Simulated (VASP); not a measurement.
# TaOs3 (P-6m2) in VASP: a series of runs

TaOs3 is run at these levels: LDA; tasks: single point, relaxation of volume and atoms at fixed shape.

Everything below comes from runs of VASP 6.6.1. Logs are shortened: lines on timing, memory, paths and dates and some standing lists are left out, and cuts for length are marked.

### 1 The cell of the first run

It takes space group P-6m2 (No. 187, hexagonal). The conventional cell has a = 2.743 Å, b = 2.743 Å, c = 8.943 Å, α = 90.00°, β = 90.00°, γ = 120.00°. Ta (site symmetry -6m2) has 6 Ta at 2.74 Å and 6 Os at 2.85 Å within 3.6 Å. Within 3.5 Å of Os (site symmetry -6m2) lie 12 Os at 2.63 to 2.74 Å. Within 3.5 Å of Os (site symmetry 3m) lie 9 Os at 2.63 to 2.74 Å and 3 Ta at 2.85 Å.

### 2 Single point, LDA

INCAR reads:

```
PREC = Accurate
ENCUT = 520
EDIFF = 1E-7
ISMEAR = 1
SIGMA = 0.05
LREAL = False
LASPH = True
NELM = 60
ALGO = Normal
ISIF = 2
LWAVE = False
LCHARG = False
GGA = CA
NBANDS = 26
```

KPOINTS reads:

```
regular mesh
0
Gamma
  11 11 3
```

POSCAR reads:

```
TaOs3
1.0
    2.7434918584      0.0000000000      0.0000000000
   -1.3717459292      2.3759336444      0.0000000000
    0.0000000000      0.0000000000      8.9430569127
Ta Os
1 3
Direct
    0.6666666667      0.3333333333      0.0000000000
    0.6666666667      0.3333333333      0.5000000000
    0.3333333333      0.6666666667      0.2653227921
    0.3333333333      0.6666666667      0.7346772079
```

Potentials or basis: VASP PAW LDA potentials, release 64 (Ta_pv, Os).

The run is started by

```bash
$ cat potpaw_LDA.64/Ta_pv/POTCAR potpaw_LDA.64/Os/POTCAR > POTCAR
$ mpirun -np 1 vasp_std > vasp.out
```

OUTCAR:

```text
PREC = Accurate
   ENCUT = 520
   EDIFF = 1E-7
   ISMEAR = 1
   LREAL = False
   LASPH = True
   NELM = 60
   ISIF = 2
   GGA = CA

 ion  position               nearest neighbor table
   1  0.667  0.333  0.000-   3 2.85   4 2.85   3 2.85   4 2.85   3 2.85   4 2.85
   2  0.667  0.333  0.500-   3 2.63   4 2.63   3 2.63   4 2.63   3 2.63   4 2.63
   3  0.333  0.667  0.265-   2 2.63   2 2.63   2 2.63   1 2.85   1 2.85   1 2.85
   4  0.333  0.667  0.735-   2 2.63   2 2.63   2 2.63   1 2.85   1 2.85   1 2.85

  LATTYP: Found a hexagonal cell.
 ALAT       =     2.7434918584
 C/A-ratio  =     3.2597351748

  Lattice vectors:

 A1 = (   2.7434918584,   0.0000000000,   0.0000000000)
 A2 = (  -1.3717459292,   2.3759336444,   0.0000000000)
 A3 = (   0.0000000000,   0.0000000000,   8.9430569127)

Analysis of symmetry for initial positions (statically):
=====================================================================
 Subroutine PRICEL returns:
 Original cell was already a primitive cell.

 Routine SETGRP: Setting up the symmetry group for a
 hexagonal supercell.

 Subroutine GETGRP returns: Found 12 space group operations
 (whereof 12 operations were pure point group operations)
 out of a pool of 24 trial point group operations.

The static configuration has the point symmetry D_3h.

Analysis of symmetry for dynamics (positions and initial velocities):
=====================================================================
 Subroutine PRICEL returns:
 Original cell was already a primitive cell.

 Routine SETGRP: Setting up the symmetry group for a
 hexagonal supercell.

 Subroutine GETGRP returns: Found 12 space group operations
 (whereof 12 operations were pure point group operations)
 out of a pool of 24 trial point group operations.

The dynamic configuration has the point symmetry D_3h.

 Subroutine INISYM returns: Found 12 space group operations
 (whereof 12 operations are pure point group operations),
 and found     1 'primitive' translations

----------------------------------------------------------------------------------------

                                     Primitive cell

  volume of cell :      58.2940

  direct lattice vectors                    reciprocal lattice vectors
     2.743491858  0.000000000  0.000000000     0.364498986  0.210443588  0.000000000
    -1.371745929  2.375933644  0.000000000     0.000000000  0.420887175  0.000000000
     0.000000000  0.000000000  8.943056913     0.000000000  0.000000000  0.111818588

  length of vectors
     2.743491858  2.743491858  8.943056913     0.420887175  0.420887175  0.111818588

  position of ions in fractional coordinates (direct lattice)
     0.666666667  0.333333333  0.000000000
     0.666666667  0.333333333  0.500000000
     0.333333333  0.666666667  0.265322792
     0.333333333  0.666666667  0.734677208

  ion indices of the primitive-cell ions
   primitive index   ion index
                 1           1
                 2           2
                 3           3
                 4           4

----------------------------------------------------------------------------------------

 KPOINTS: regular mesh

Automatic generation of k-mesh.
 Grid dimensions read from file:
 generate k-points for:   11   11    3

 Generating k-lattice:

  Cartesian coordinates                     Fractional coordinates (reciprocal lattice)
     0.033136271  0.019131235  0.000000000     0.090909091 -0.000000000  0.000000000
     0.000000000  0.038262470  0.000000000     0.000000000  0.090909091  0.000000000
     0.000000000  0.000000000  0.037272863     0.000000000  0.000000000  0.333333333

  Length of vectors
     0.038262470  0.038262470  0.037272863

  Shift w.r.t. Gamma in fractional coordinates (k-lattice)
     0.000000000  0.000000000  0.000000000

 Subroutine IBZKPT returns following result:
 ===========================================

 Found     32 irreducible k-points:

 Following reciprocal coordinates:
            Coordinates               Weight
  0.000000  0.000000  0.000000      1.000000
  0.090909 -0.000000  0.000000      6.000000
  0.181818 -0.000000  0.000000      6.000000
  0.272727 -0.000000  0.000000      6.000000
  0.363636 -0.000000  0.000000      6.000000
  0.454545 -0.000000  0.000000      6.000000
[... 16 lines left out ...]
  0.090909  0.090909  0.333333     12.000000
  0.181818  0.090909  0.333333     24.000000
 [... further k-points ...]
   k-points           NKPTS =     32   k-points in BZ     NKDIM =     32   number of bands    NBANDS=     26
   number of dos      NEDOS =    301   number of ions     NIONS =      4
   total plane-waves  NPLWV =  28000
   dimension x,y,z NGX =    20 NGY =   20 NGZ =   70
   dimension x,y,z NGXF=    40 NGYF=   40 NGZF=  140
   ions per type =               1   3
   NGX,Y,Z   is equivalent  to a cutoff of  12.12, 12.12, 13.01 a.u.
   NGXF,Y,Z  is equivalent  to a cutoff of  24.24, 24.24, 26.03 a.u.
 SYSTEM =  unknown system
   PREC   = accura    normal or accurate (medium, high low for compatibility)
   ISTART =      0    job   : 0-new  1-cont  2-samecut
   ICHARG =      2    charge: 1-file 2-atom 10-const
   ISPIN  =      1    spin polarized calculation?
   LNONCOLLINEAR =      F non collinear calculations
   LSORBIT =      F    spin-orbit coupling
   LASPH  =      T    aspherical Exc in radial PAW
   ENCUT  =  520.0 eV  38.22 Ry    6.18 a.u.   5.10  5.10 16.63*2*pi/ulx,y,z
   NELM   =     60;   NELMIN=  2; NELMDL= -5     # of ELM steps
   EDIFF  = 0.1E-06   stopping-criterion for ELM
   LREAL  =      F    real-space projection
   EDIFFG = 0.1E-05   stopping-criterion for IOM
   NSW    =      0    number of steps for IOM
   IBRION =     -1    ionic relax: 0-MD 1-quasi-New 2-CG
   NFREE  =      0    steps in history (QN), initial steepest desc. (CG)
   ISIF   =      2    stress and relaxation
   ISYM   =      2    0-nonsym 1-usesym 2-fastsym
   POTIM  = 0.5000    time-step for ionic-motion
   TEBEG  =    0.0;   TEEND  =   0.0 temperature during run
   PSTRESS=    0.0 pullay stress
   NELECT =      35.0000    total number of electrons
   NUPDOWN=      -1.0000    fix difference up-down
   EMIN   =  10.00;   EMAX   =-10.00  energy-range for DOS
   EFERMI =   0.00;   METHOD = LEGACY
   ISMEAR =     1;   SIGMA  =   0.05  broadening in eV -4-tet -1-fermi 0-gaus
   EFERMI_NEDOS =   21; number of points for ismear=-14 and -15
   IALGO  =     38    algorithm
   IMIX   =      4    mixing-type and parameters
     AMIX     =   0.40;   BMIX     =  1.00
     AMIX_MAG =   1.60;   BMIX_MAG =  1.00
  volume/ion in A,a.u.               =      14.57        98.35
  Fermi-wavevector in a.u.,A,eV,Ry     =   1.381093  2.609887 25.951987  1.907417
  Thomas-Fermi vector in A             =   2.505909
   LORBIT       =      0    0 simple, 1 ext, 2 COOP (PROOUT), +10 PAW based schemes
   GGA     = CA    functional components
   LHFCALC =     F    Hartree Fock is set to
   AEXX    =    0.0000 exact exchange contribution
   IVDW    =     0    specifies the selected vdW correction
   LEPSILON=     F    determine dielectric tensor
   LRPA    =     F    only Hartree local field effects (RPA)
 non-spin polarized calculation
 Methfessel and Paxton  Order N= 1 SIGMA  =   0.05
  energy-cutoff  :      520.00
  volume of cell :       58.29
 maximum number of plane-waves:      1586
   NGX = 11   NGY = 11   NGZ = 33

 number of electron      35.0000000 magnetization

 Free energy of the ion-electron system (eV)
  ---------------------------------------------------
  ext. energy  EPLUGINS =         0.00000000
  ---------------------------------------------------
  free energy    TOTEN  =       -50.68784388 eV

  energy without entropy =      -50.68695523  energy(sigma->0) =      -50.68754766

 E-fermi :   8.5202     XC(G=0): -13.9304

 val. band max:        8.5037566230   @ k =   0.3636   0.0909   0.3333
 cond. band min:       8.5250361526   @ k =   0.0909   0.0909   0.3333
 fundamental gap:      0.0212795296
 Fermi energy:         8.5201588320

 k-point     1 :       0.0000    0.0000    0.0000
  band No.  band energies     occupation
      1     -25.3968      2.00000
      2     -24.4088      2.00000
      3     -24.4088      2.00000
      4      -1.8768      2.00000
      5       0.4595      2.00000
      6       0.6189      2.00000
[... 18 lines left out ...]
     25      10.2029      0.00000
     26      13.5479      0.00000

 k-point     2 :       0.0909   -0.0000    0.0000
  band No.  band energies     occupation
      1     -25.3748      2.00000
      2     -24.5588      2.00000
      3     -24.4416      2.00000
      4      -1.5438      2.00000
      5       0.7668      2.00000
      6       0.9364      2.00000
[... 18 lines left out ...]
     25      11.1268      0.00000
     26      13.4823      0.00000

 k-point     3 :       0.1818   -0.0000    0.0000
  band No.  band energies     occupation
      1     -25.3152      2.00000
      2     -24.9472      2.00000
      3     -24.5286      2.00000
      4      -0.6352      2.00000
      5       1.4985      2.00000
      6       1.7088      2.00000
[... 18 lines left out ...]
     25      11.5993      0.00000
     26      13.3359      0.00000

 k-point     4 :       0.2727   -0.0000    0.0000
  band No.  band energies     occupation
      1     -25.4286      2.00000
      2     -25.2363      2.00000
      3     -24.6405      2.00000
      4       0.5104      2.00000
      5       1.9078      2.00000
      6       2.1460      2.00000
[... 18 lines left out ...]
     25      12.6347      0.00000
     26      13.1918      0.00000
[... 496 lines left out ...]
      1     -26.0869      2.00000
      2     -25.1187      2.00000
      3     -24.8002      2.00000
      4       1.1218      2.00000
      5       1.3674      2.00000
      6       1.7490      2.00000
[... 18 lines left out ...]
     25      13.9920      0.00000
     26      15.6584      0.00000

 k-point    23 :       0.0909    0.0909    0.3333
  band No.  band energies     occupation
      1     -25.3340      2.00000
      2     -24.8182      2.00000
      3     -24.5112      2.00000
      4      -0.7392      2.00000
      5       0.6084      2.00000
      6       1.7433      2.00000
[... 18 lines left out ...]
     25      12.1675      0.00000
     26      13.2855      0.00000

 k-point    24 :       0.1818    0.0909    0.3333
  band No.  band energies     occupation
      1     -25.2647      2.00000
      2     -25.2294      2.00000
      3     -24.6341      2.00000
      4       0.2714      2.00000
      5       1.4510      2.00000
      6       2.4855      2.00000
[... 18 lines left out ...]
     25      12.8626      0.00000
     26      13.1624      0.00000

 [... further k-points ...]

------------------------ aborting loop because EDIFF is reached ----------------------------------------

  FORCE on cell =-STRESS in cart. coord.  units (eV):
  Direction    XX          YY          ZZ          XY          YZ          ZX
  --------------------------------------------------------------------------------------
  -------------------------------------------------------------------------------------
  Total        0.1730165      0.1730165      0.6524724      0.0000000     -0.0000000      0.0000000
  in kB        4.7552575      4.7552575     17.9328263      0.0000000     -0.0000000      0.0000000
  external PRESSURE =       9.1477804 kB  Pullay stress =       0.0000000 kB

 VOLUME and BASIS-vectors are now :
 -----------------------------------------------------------------------------
  energy-cutoff  :      520.00
  volume of cell :       58.29
      direct lattice vectors                 reciprocal lattice vectors
     2.743491858  0.000000000  0.000000000     0.364498986  0.210443588  0.000000000
    -1.371745929  2.375933644  0.000000000     0.000000000  0.420887175  0.000000000
     0.000000000  0.000000000  8.943056913     0.000000000  0.000000000  0.111818588

 POSITION                                       TOTAL-FORCE (eV/Angst)
 -----------------------------------------------------------------------------------
      1.37175      0.79198      0.00000         0.000000      0.000000      0.000000
      1.37175      0.79198      4.47153         0.000000     -0.000000      0.000000
     -0.00000      1.58396      2.37280        -0.000000     -0.000000     -0.012347
     -0.00000      1.58396      6.57026        -0.000000     -0.000000      0.012347
 -----------------------------------------------------------------------------------
    total drift:                               -0.000000      0.000000      0.000000

  FREE ENERGIE OF THE ION-ELECTRON SYSTEM (eV)
  ---------------------------------------------------
  free  energy   TOTEN  =       -50.6878438763 eV

  energy  without entropy=      -50.6869552344  energy(sigma->0) =      -50.68754766
```

Wall time 2.7 min (1 thread of Intel Xeon 8259CL, shared host); peak memory 0.18 GiB.

What came out:

```yaml
Free_energy: -50.6878 eV
Pressure: 0.9 GPa
Largest_force: 0.012 eV/Å
Band_gap_on_the_k_mesh: zero (an odd number of electrons rules out a gap without spin polarisation)
```

Forces in eV/Å, atoms in the order of the input:
```
Ta   0.000  0.000  0.000
Os   0.000  0.000  0.000
Os   0.000  0.000 -0.012
Os   0.000  0.000  0.012
```

Caveat: spin-orbit coupling is left out, which moves the levels of the heavy elements.

### 3 Relaxation of volume and atoms at fixed shape, LDA

This run uses another cell than the first one, of 15.29 Å³/atom.

INCAR reads:

```
PREC = Accurate
ENCUT = 600
EDIFF = 1E-6
ISMEAR = 1
SIGMA = 0.05
LREAL = False
LASPH = True
NELM = 60
ALGO = Normal
ISIF = 8
LWAVE = False
LCHARG = False
GGA = CA
IBRION = 2
NSW = 60
EDIFFG = -0.03
```

KPOINTS is that of step 2.

POSCAR reads:

```
TaOs3
1.0
    2.7876457800      0.0000000000      0.0000000000
   -1.3938228900      2.4141720600      0.0000000000
    0.0000000000      0.0000000000      9.0869870000
Ta Os
1 3
Direct
    0.6666666700      0.3333333300      0.0000000000
    0.6666666700      0.3333333300      0.5000000000
    0.3333333300      0.6666666700      0.2647860000
    0.3333333300      0.6666666700      0.7352140000
```

Potentials or basis: VASP PAW LDA potentials, release 64 (Ta_pv, Os).

The run is started by

```bash
$ cat potpaw_LDA.64/Ta_pv/POTCAR potpaw_LDA.64/Os/POTCAR > POTCAR
$ mpirun -np 1 vasp_std > vasp.out
```

Run time: 8.4 min. Hardware: 1 thread of Intel Xeon 8259CL, shared host; peak memory 0.21 GiB.

The run converged. Its results:

```
Free energy                           : -50.6956 eV
Relaxed volume                        : 14.61 Å³/atom
Relaxed cell                          : a = 2.746 Å, b = 2.746 Å, c = 8.951 Å, α = 90.00°, β = 90.00°, γ = 120.00°
Space group after relaxing (to 0.1 Å) : P-6m2 (No. 187)
Pressure after relaxing               : 0.1 GPa
Largest force after relaxing          : 0.011 eV/Å
Band gap on the k mesh                : zero (an odd number of electrons rules out a gap without spin polarisation)
```

Forces in eV/Å, atoms in the order of the input:
```
Ta   0.000  0.000  0.000
Os   0.000  0.000  0.000
Os   0.000  0.000  0.011
Os   0.000  0.000 -0.011
```

Stress tensor (GPa, compression positive):
```
-0.35  0.00  0.00
 0.00 -0.35  0.00
 0.00  0.00  0.88
```

Final structure:
```
Ta Os
1.0
     2.74601    0.00000    0.00000
    -1.37300    2.37811    0.00000
     0.00000    0.00000    8.95125
Ta Os
1 3
Direct
  0.66667 0.33333 0.00000
  0.66667 0.33333 0.50000
  0.33333 0.66667 0.26529
  0.33333 0.66667 0.73471
```

Levels at points of the mesh, in eV from the Fermi level:
| k point | band 14 | band 15 | band 16 | band 17 | band 18 | band 19 | band 20 | band 21 |
| --- | --- | --- | --- | --- | --- | --- | --- | --- |
| (0.00, 0.00, 0.00) | -2.28 | -2.28 | -1.82 | -0.89 | -0.89 | 0.09 | 0.09 | 0.40 |

Caveat: spin-orbit coupling is left out, which moves the levels of the heavy elements.

The gap in the log of VASP goes by the Fermi energy; the results here count the filled bands.